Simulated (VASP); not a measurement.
# Na2IF: relaxation of cell and atoms with PBE

Crystal: Na2IF.

```
Na I F
1.0
     2.01663    1.16430    6.59236
    -2.01663    1.16430    6.59236
     0.00000   -2.32861    6.59236
Na I F
2 1 1
Direct
  0.22858 0.22858 0.22858
  0.77142 0.77142 0.77142
  0.00000 0.00000 0.00000
  0.50000 0.50000 0.50000
```

```
Program                : VASP 6.6.1
Task                   : relaxation of cell and atoms
Functional             : PBE
Potentials or basis    : VASP PAW PBE potentials, release 64 (Na_pv, I, F)
Cutoff                 : 600 eV
k mesh                 : 9 × 9 × 9
Occupations            : gaussian, width 0.01 eV
Spin                   : no spin polarisation
Dipole correction      : no
Further INCAR settings : ALGO = Normal; EDIFF = 1e-06; IBRION = 2; EDIFFG = -0.001; NSW = 80; ISIF = 3
```

```yaml
Relaxed_volume: 23.15 Å³/atom
Relaxed_cell: a = 6.994 Å, b = 6.994 Å, c = 6.994 Å, α = 33.45°, β = 33.45°, γ = 33.45°
Space_group_after_relaxing_to_0.05_Å: R-3m (No. 166)
Energy_gained_by_relaxing: 0.0 meV/atom
Ionic_steps: 5
Pressure_after_relaxing: 0.0 GPa
Band_gap_on_the_k_mesh: 1.89 eV, direct
```

Final structure:
```
CELL_PARAMETERS angstrom
2.01301 1.16221 6.59657
-2.01301 1.16221 6.59657
0.00000 -2.32443 6.59657
ATOMIC_POSITIONS crystal
Na 0.22857 0.22857 0.22857
Na 0.77143 0.77143 0.77143
I 0.00000 0.00000 0.00000
F 0.50000 0.50000 0.50000
```

Levels at points of the mesh, in eV from the valence-band top:
```
           k point  band 11  band 12  band 13  band 14  band 15  band 16  band 17  band 18
(0.00, 0.00, 0.00)    -3.36    -2.04     0.00     0.00     1.89     5.67     8.40     8.49
```

It took 25 min on 1 thread of Oxide Virtual Turin-like Processor, with other jobs on the host, peak memory 0.52 GiB.

Caveat: spin-orbit coupling is left out, which moves the levels of the heavy elements. A k mesh can miss the band edges.
